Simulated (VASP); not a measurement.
# ZnSe5 (P-3m1) in VASP: single point with PBE

Aim: the single point of ZnSe5 with PBE.

Program: VASP 6.6.1. These are calculated values, not measurements. Logs are shortened: lines on timing, memory, paths and dates and some standing lists are left out, and cuts for length are marked.

### 1 The cell of the first run

Symmetry: P-3m1, No. 164, trigonal system. The conventional cell has a = 3.903 Å, b = 3.903 Å, c = 9.830 Å, α = 90.00°, β = 90.00°, γ = 120.00°. Zn (site symmetry -3m) has 6 Se at 2.64 Å within 3.5 Å. Se (site symmetry 3m) has 3 Zn at 2.64 Å and 3 Se at 2.97 Å within 3.5 Å. Within 3.6 Å of Se (site symmetry 3m) lie 6 Se at 2.76 to 2.97 Å. Within 3.6 Å of Se (site symmetry -3m) lie 6 Se at 2.76 Å.

### 2 Single point, PBE

INCAR reads:

```
PREC = Accurate ; ENCUT = 520
EDIFF = 1E-7 ; ISMEAR = 0
SIGMA = 0.1 ; LREAL = False
LASPH = True ; NELM = 80
ALGO = Normal ; ISIF = 2
LWAVE = False ; LCHARG = False
GGA = PE ; NBANDS = 30
```

KPOINTS reads:

```
Automatic mesh
0
Gamma
  12 12 4
```

POSCAR reads:

```
ZnSe5
1.0
    3.9034442801      0.0000000000      0.0000000000
   -1.9517221400      3.3804819088      0.0000000000
    0.0000000000      0.0000000000      9.8304216945
Zn Se
1 5
Direct
    0.0000000000      0.0000000000      0.0000000000
    0.3333333333      0.6666666667      0.1400958050
    0.6666666667      0.3333333333      0.8599041950
    0.3333333333      0.6666666667      0.6629429494
    0.0000000000      0.0000000000      0.5000000000
    0.6666666667      0.3333333333      0.3370570506
```

Potentials or basis: VASP PAW PBE potentials, release 64 (Zn, Se).

Started as:

```
> cat potpaw_PBE.64/Zn/POTCAR potpaw_PBE.64/Se/POTCAR > POTCAR
> mpirun -np 1 vasp_std > vasp.out
```

OUTCAR:

```text
PREC = Accurate
   ENCUT = 520
   EDIFF = 1E-7
   ISMEAR = 0
   LREAL = False
   LASPH = True
   NELM = 80
   ISIF = 2
   GGA = PE

 ion  position               nearest neighbor table
   1  0.000  0.000  0.000-   2 2.64   3 2.64   2 2.64   3 2.64   3 2.64   2 2.64
   2  0.333  0.667  0.140-   1 2.64   1 2.64   1 2.64
   3  0.667  0.333  0.860-   1 2.64   1 2.64   1 2.64
   4  0.333  0.667  0.663-   5 2.76   5 2.76   5 2.76
   5  0.000  0.000  0.500-   4 2.76   6 2.76   4 2.76   6 2.76   6 2.76   4 2.76
   6  0.667  0.333  0.337-   5 2.76   5 2.76   5 2.76

  LATTYP: Found a hexagonal cell.
 ALAT       =     3.9034442801
 C/A-ratio  =     2.5183968283

  Lattice vectors:

 A1 = (   3.9034442801,   0.0000000000,   0.0000000000)
 A2 = (  -1.9517221400,   3.3804819088,   0.0000000000)
 A3 = (   0.0000000000,   0.0000000000,   9.8304216945)

Analysis of symmetry for initial positions (statically):
=====================================================================
 Subroutine PRICEL returns:
 Original cell was already a primitive cell.

 Routine SETGRP: Setting up the symmetry group for a
 hexagonal supercell.

 Subroutine GETGRP returns: Found 12 space group operations
 (whereof 12 operations were pure point group operations)
 out of a pool of 24 trial point group operations.

The static configuration has the point symmetry D_3d.

Analysis of symmetry for dynamics (positions and initial velocities):
=====================================================================
 Subroutine PRICEL returns:
 Original cell was already a primitive cell.

 Routine SETGRP: Setting up the symmetry group for a
 hexagonal supercell.

 Subroutine GETGRP returns: Found 12 space group operations
 (whereof 12 operations were pure point group operations)
 out of a pool of 24 trial point group operations.

The dynamic configuration has the point symmetry D_3d.

 Subroutine INISYM returns: Found 12 space group operations
 (whereof 12 operations are pure point group operations),
 and found     1 'primitive' translations

----------------------------------------------------------------------------------------

                                     Primitive cell

  volume of cell :     129.7176

  direct lattice vectors                    reciprocal lattice vectors
     3.903444280  0.000000000  0.000000000     0.256184008  0.147907906  0.000000000
    -1.951722140  3.380481909  0.000000000     0.000000000  0.295815812  0.000000000
     0.000000000  0.000000000  9.830421695     0.000000000  0.000000000  0.101725036

  length of vectors
     3.903444280  3.903444280  9.830421695     0.295815812  0.295815812  0.101725036

  position of ions in fractional coordinates (direct lattice)
     0.000000000  0.000000000  0.000000000
     0.333333333  0.666666667  0.140095805
     0.666666667  0.333333333  0.859904195
     0.333333333  0.666666667  0.662942949
     0.000000000  0.000000000  0.500000000
     0.666666667  0.333333333  0.337057051

  ion indices of the primitive-cell ions
   primitive index   ion index
                 1           1
                 2           2
                 3           3
                 4           4
                 5           5
                 6           6

----------------------------------------------------------------------------------------

 KPOINTS: Automatic mesh

Automatic generation of k-mesh.
 Grid dimensions read from file:
 generate k-points for:   12   12    4

 Generating k-lattice:

  Cartesian coordinates                     Fractional coordinates (reciprocal lattice)
     0.021348667  0.012325659  0.000000000     0.083333333  0.000000000  0.000000000
     0.000000000  0.024651318  0.000000000     0.000000000  0.083333333  0.000000000
     0.000000000  0.000000000  0.025431259     0.000000000  0.000000000  0.250000000

  Length of vectors
     0.024651318  0.024651318  0.025431259

  Shift w.r.t. Gamma in fractional coordinates (k-lattice)
     0.000000000  0.000000000  0.000000000

 Subroutine IBZKPT returns following result:
 ===========================================

 Found     69 irreducible k-points:

 Following reciprocal coordinates:
            Coordinates               Weight
  0.000000  0.000000  0.000000      1.000000
  0.083333  0.000000  0.000000      6.000000
  0.166667  0.000000  0.000000      6.000000
  0.250000 -0.000000  0.000000      6.000000
  0.333333  0.000000  0.000000      6.000000
  0.416667  0.000000  0.000000      6.000000
[... 16 lines left out ...]
  0.166667  0.000000  0.250000      6.000000
  0.000000  0.166667  0.250000      6.000000
 [... further k-points ...]
   k-points           NKPTS =     69   k-points in BZ     NKDIM =     69   number of bands    NBANDS=     30
   number of dos      NEDOS =    301   number of ions     NIONS =      6
   total plane-waves  NPLWV =  72000
   dimension x,y,z NGX =    30 NGY =   30 NGZ =   80
   dimension x,y,z NGXF=    60 NGYF=   60 NGZF=  160
   ions per type =               1   5
   NGX,Y,Z   is equivalent  to a cutoff of  12.78, 12.78, 13.53 a.u.
   NGXF,Y,Z  is equivalent  to a cutoff of  25.55, 25.55, 27.06 a.u.
 SYSTEM =  unknown system
   PREC   = accura    normal or accurate (medium, high low for compatibility)
   ISTART =      0    job   : 0-new  1-cont  2-samecut
   ICHARG =      2    charge: 1-file 2-atom 10-const
   ISPIN  =      1    spin polarized calculation?
   LNONCOLLINEAR =      F non collinear calculations
   LSORBIT =      F    spin-orbit coupling
   LASPH  =      T    aspherical Exc in radial PAW
   ENCUT  =  520.0 eV  38.22 Ry    6.18 a.u.   7.26  7.26 18.28*2*pi/ulx,y,z
   NELM   =     80;   NELMIN=  2; NELMDL= -5     # of ELM steps
   EDIFF  = 0.1E-06   stopping-criterion for ELM
   LREAL  =      F    real-space projection
   EDIFFG = 0.1E-05   stopping-criterion for IOM
   NSW    =      0    number of steps for IOM
   IBRION =     -1    ionic relax: 0-MD 1-quasi-New 2-CG
   NFREE  =      0    steps in history (QN), initial steepest desc. (CG)
   ISIF   =      2    stress and relaxation
   ISYM   =      2    0-nonsym 1-usesym 2-fastsym
   POTIM  = 0.5000    time-step for ionic-motion
   TEBEG  =    0.0;   TEEND  =   0.0 temperature during run
   PSTRESS=    0.0 pullay stress
   NELECT =      42.0000    total number of electrons
   NUPDOWN=      -1.0000    fix difference up-down
   EMIN   =  10.00;   EMAX   =-10.00  energy-range for DOS
   EFERMI =   0.00;   METHOD = LEGACY
   ISMEAR =     0;   SIGMA  =   0.10  broadening in eV -4-tet -1-fermi 0-gaus
   EFERMI_NEDOS =   21; number of points for ismear=-14 and -15
   IALGO  =     38    algorithm
   IMIX   =      4    mixing-type and parameters
     AMIX     =   0.40;   BMIX     =  1.00
     AMIX_MAG =   1.60;   BMIX_MAG =  1.00
  volume/ion in A,a.u.               =      21.62       145.90
  Fermi-wavevector in a.u.,A,eV,Ry     =   1.124152  2.124339 17.193921  1.263718
  Thomas-Fermi vector in A             =   2.260822
   LORBIT       =      0    0 simple, 1 ext, 2 COOP (PROOUT), +10 PAW based schemes
   GGA     = PE    functional components
   LHFCALC =     F    Hartree Fock is set to
   AEXX    =    0.0000 exact exchange contribution
   IVDW    =     0    specifies the selected vdW correction
   LEPSILON=     F    determine dielectric tensor
   LRPA    =     F    only Hartree local field effects (RPA)
 non-spin polarized calculation
 Gauss-broadening in eV      SIGMA  =   0.10
  energy-cutoff  :      520.00
  volume of cell :      129.72
 maximum number of plane-waves:      3535
 NGX is ok and might be reduce to    30
   NGX = 15   NGY = 15   NGZ = 37

 number of electron      41.9999986 magnetization

 Free energy of the ion-electron system (eV)
  ---------------------------------------------------
  ext. energy  EPLUGINS =         0.00000000
  ---------------------------------------------------
  free energy    TOTEN  =       -18.38468224 eV

  energy without entropy =      -18.36199104  energy(sigma->0) =      -18.37333664

 E-fermi :   4.0626     XC(G=0): -10.0457

 val. band max:        4.0485066177   @ k =   0.1667   0.0000   0.5000
 cond. band min:       4.0655629115   @ k =  -0.0833   0.4167   0.2500
 fundamental gap:      0.0170562938
 Fermi energy:         4.0626349604

 k-point     1 :       0.0000    0.0000    0.0000
  band No.  band energies     occupation
      1     -11.7553      2.00000
      2     -10.0288      2.00000
      3      -9.7447      2.00000
      4      -7.7146      2.00000
      5      -6.5380      2.00000
      6      -2.8956      2.00000
[... 22 lines left out ...]
     29      10.0884      0.00000
     30      10.2409      0.00000

 k-point     2 :       0.0833    0.0000    0.0000
  band No.  band energies     occupation
      1     -11.6889      2.00000
      2      -9.9792      2.00000
      3      -9.6952      2.00000
      4      -7.7227      2.00000
      5      -6.6055      2.00000
      6      -2.8882      2.00000
[... 22 lines left out ...]
     29      10.1380      0.00000
     30      10.4277      0.00000

 k-point     3 :       0.1667    0.0000    0.0000
  band No.  band energies     occupation
      1     -11.4924      2.00000
      2      -9.8362      2.00000
      3      -9.5534      2.00000
      4      -7.7570      2.00000
      5      -6.8142      2.00000
      6      -2.8698      2.00000
[... 22 lines left out ...]
     29      10.3630      0.00000
     30      10.5970      0.00000

 k-point     4 :       0.2500   -0.0000    0.0000
  band No.  band energies     occupation
      1     -11.1750      2.00000
      2      -9.6216      2.00000
      3      -9.3382      2.00000
      4      -7.8533      2.00000
      5      -7.1515      2.00000
      6      -2.8499      2.00000
[... 616 lines left out ...]
     29      10.1601      0.00000
     30      10.1898      0.00000

 k-point    23 :       0.1667    0.0000    0.2500
  band No.  band energies     occupation
      1     -11.4804      2.00000
      2     -10.0654      2.00000
      3      -9.1800      2.00000
      4      -8.0476      2.00000
      5      -6.6712      2.00000
      6      -2.8697      2.00000
[... 22 lines left out ...]
     29      10.3426      0.00000
     30      10.5498      0.00000

 k-point    24 :       0.0000    0.1667    0.2500
  band No.  band energies     occupation
      1     -11.4809      2.00000
      2     -10.0559      2.00000
      3      -9.2082      2.00000
      4      -8.0068      2.00000
      5      -6.7003      2.00000
      6      -2.8698      2.00000
[... 22 lines left out ...]
     29      10.5686      0.00000
     30      10.5709      0.00000

 [... further k-points ...]
[... 5 lines left out ...]
  --------------------------------------------------------------------------------------
  -------------------------------------------------------------------------------------
  Total        0.0275836      0.0275836      0.0617922      0.0000000      0.0000000     -0.0000000
  in kB        0.3406929      0.3406929      0.7632126      0.0000000      0.0000000     -0.0000000
  external PRESSURE =       0.4815328 kB  Pullay stress =       0.0000000 kB

 VOLUME and BASIS-vectors are now :
 -----------------------------------------------------------------------------
  energy-cutoff  :      520.00
  volume of cell :      129.72
      direct lattice vectors                 reciprocal lattice vectors
     3.903444280  0.000000000  0.000000000     0.256184008  0.147907906  0.000000000
    -1.951722140  3.380481909  0.000000000     0.000000000  0.295815812  0.000000000
     0.000000000  0.000000000  9.830421695     0.000000000  0.000000000  0.101725036

 POSITION                                       TOTAL-FORCE (eV/Angst)
 -----------------------------------------------------------------------------------
      0.00000      0.00000      0.00000        -0.000000      0.000000      0.000000
     -0.00000      2.25365      1.37720        -0.000000      0.000000      0.009943
      1.95172      1.12683      8.45322         0.000000     -0.000000     -0.009943
     -0.00000      2.25365      6.51701        -0.000000      0.000000      0.004271
      0.00000      0.00000      4.91521        -0.000000      0.000000      0.000000
      1.95172      1.12683      3.31341        -0.000000      0.000000     -0.004271
 -----------------------------------------------------------------------------------
    total drift:                               -0.000000      0.000000      0.000000

  FREE ENERGIE OF THE ION-ELECTRON SYSTEM (eV)
  ---------------------------------------------------
  free  energy   TOTEN  =       -18.3846822406 eV

  energy  without entropy=      -18.3619910351  energy(sigma->0) =      -18.37333664
```

Wall time 2.9 min (1 thread of Intel Xeon 6975P-C (Granite Rapids), shared host); peak memory 0.4 GiB.

What came out:

| Item | Value |
| --- | --- |
| Free energy | -18.3847 eV |
| Pressure | 0.0 GPa |
| Largest force | 0.010 eV/Å |
| Band gap on the k mesh | zero (band 21 reaches 4.88 eV, above the bottom of band 22 at 3.65 eV) |

Forces on the atoms (eV/Å):
```
Zn   0.000  0.000  0.000
Se   0.000  0.000  0.010
Se   0.000  0.000 -0.010
Se   0.000  0.000  0.004
Se   0.000  0.000  0.000
Se   0.000  0.000 -0.004
```

Levels at points of the mesh, in eV from the Fermi level:
| k point | band 19 | band 20 | band 21 | band 22 | band 23 | band 24 |
| --- | --- | --- | --- | --- | --- | --- |
| (0.00, 0.00, 0.00) | -1.16 | -1.10 | -0.35 | -0.35 | 0.71 | 0.71 |
| (0.50, 0.00, 0.00) | -1.98 | -1.80 | 0.25 | 0.72 | 1.56 | 1.68 |
| (0.00, 0.00, 0.50) | -1.07 | -0.57 | -0.57 | 0.24 | 0.45 | 0.87 |
| (0.50, 0.00, 0.50) | -1.08 | -1.07 | -0.99 | -0.33 | 1.00 | 2.12 |
